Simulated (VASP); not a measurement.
A run of VASP 6.6.1 is set up as follows.

INCAR

```
  PREC = Accurate
  ENCUT = 520
  EDIFF = 1E-6
  ISMEAR = 0
  SIGMA = 0.1
  LREAL = F
  LASPH = T
  NELM = 100
  ALGO = Fast
  ISIF = 2
  LWAVE = F
  LCHARG = T
  GGA = PE
  LELF = T
  LVHAR = T
  NBANDS = 38
```

File KPOINTS:

```
Automatic mesh
0
Gamma
  8 8 8
```

The input POSCAR:

```
AlIn2
1.0
   -3.6714379963      3.6714379963      2.7094380408
    3.6714379963     -3.6714379963      2.7094380408
    3.6714379963      3.6714379963     -2.7094380408
Al In
2 4
Direct
    0.2500000000      0.2500000000      0.0000000000
    0.7500000000      0.7500000000      0.0000000000
    0.1544702193      0.6544702193      0.8089404386
    0.6544702193      0.8455297807      0.5000000000
    0.3455297807      0.1544702193      0.5000000000
    0.8455297807      0.3455297807      0.1910595614
```

Potentials or basis: VASP PAW PBE potentials, release 64 (Al, In_d).

The run is started by

```console
$ cat potpaw_PBE.64/Al/POTCAR potpaw_PBE.64/In_d/POTCAR > POTCAR
$ mpirun -np 1 vasp_std > vasp.out
```

(1) What does it give for the band gap on the k mesh?

(2) Estimate the pressure.

## Answers

(1) zero (bands 29 and 30 overlap by 2.85 eV).

(2) 0.0 GPa.

Caveat: spin-orbit coupling is left out, which moves the levels of the heavy elements.
